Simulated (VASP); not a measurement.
Runs of VASP 6.6.1 on NbH. The structure is that of space group I4/mmm (No. 139), or close to it. The cells are those of the table. 

```tsv
cell	gap on the mesh (eV)	pressure (GPa)
a = 2.976 Å, angles 115.6, 115.6, 97.7°, 2 atoms	none	(a)
a = 2.997 Å, angles 115.6, 115.6, 97.7°, 2 atoms	none	-4.3
a = 2.955 Å, angles 115.6, 115.6, 97.7°, 2 atoms	none	4.2
a = 3.057 Å, angles 115.6, 115.6, 97.7°, 2 atoms	none	-14.1
a = 3.076 Å, angles 115.6, 115.6, 97.7°, 2 atoms	none	-16.8
a = 3.017 Å, angles 115.6, 115.6, 97.7°, 2 atoms	none	(b)
a = 3.037 Å, angles 115.6, 115.6, 97.7°, 2 atoms	none	-11.2
```

Alike in all rows: task single point; level PBEsol; potentials or basis VASP PAW PBE potentials, release 64 (Nb_sv, H); no spin polarisation; k mesh 13 × 13 × 13; cutoff (eV) 520; smearing fermi-dirac 0.1 eV.

Question: Fill in the values left out.

Answer: (a) -0.3; (b) -7.9.

Caveats: the PAW data sets were made with another functional, which shifts forces and pressure a little.

A k mesh can miss the band edges, and the runs leave out spin-orbit coupling on Nb.

A gap of «none» marks levels without a gap at the run's occupations.
